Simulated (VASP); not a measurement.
**Au: single point with PBEsol**

Crystal: Au.

```
Au
1.0
     1.37659   -2.55784   -0.03645
     1.41854    2.58101    0.00135
    -0.06085    0.03619    4.96857
Au
2
Direct
  0.64650 0.32305 0.25328
  0.30229 0.65923 0.74019
```

```yaml
Program: VASP 6.6.1
Task: single point
Functional: PBEsol
Potentials_or_basis: VASP PAW PBE potentials, release 64 (Au)
Cutoff: 500 eV
k_mesh: 6 × 6 × 4
Occupations: gaussian, width 0.1 eV
Spin: no spin polarisation
```

The pressure is -5.7 GPa and the largest force is 0.352 eV/Å. The band gap on the k mesh is zero (bands 11 and 12 overlap by 6.01 eV).

Forces in eV/Å, atoms in the order of the input:
```
Au  -0.010  0.032 -0.351
Au   0.010 -0.032  0.351
```

Stress tensor (GPa, compression positive):
```
-6.58 -0.48 -0.02
-0.48 -1.82  0.11
-0.02  0.11 -8.57
```

Levels at points of the mesh, in eV from the Fermi level:
```tsv
k point	band 8	band 9	band 10	band 11	band 12	band 13	band 14	band 15
(0.00, 0.00, 0.00)	-3.51	-3.47	-2.48	-2.24	-1.37	1.89	14.39	14.98
(0.50, 0.00, 0.00)	-2.27	-1.93	-1.77	0.46	1.64	5.40	6.91	7.39
(0.00, 0.50, 0.00)	-2.23	-2.01	-1.86	0.31	1.51	5.35	6.74	6.90
(0.50, 0.50, 0.00)	-2.12	-2.03	-1.90	-0.09	1.07	4.79	6.19	6.31
(0.00, 0.00, 0.50)	-4.20	-2.87	-2.83	-2.77	-2.56	9.07	9.94	14.60
(0.50, 0.00, 0.50)	-2.50	-1.86	-1.79	0.42	0.58	3.73	4.31	12.31
(0.00, 0.50, 0.50)	-2.51	-1.90	-1.89	0.25	0.53	3.71	3.80	12.00
(0.50, 0.50, 0.50)	-2.62	-1.95	-1.95	-0.03	0.24	3.02	3.08	11.66
```

Run time: 15 s on 1 thread of Intel(R) Xeon(R) Platinum 8559C (Emerald Rapids), with other jobs on the host, peak memory 0.17 GiB.

Caveat: the k points lie up to 0.42 Å⁻¹ apart, too coarse for converged energies and pressures of a metal; the PAW data sets were made with another functional, which shifts forces and pressure a little; spin-orbit coupling is left out, which moves the levels of the heavy elements.
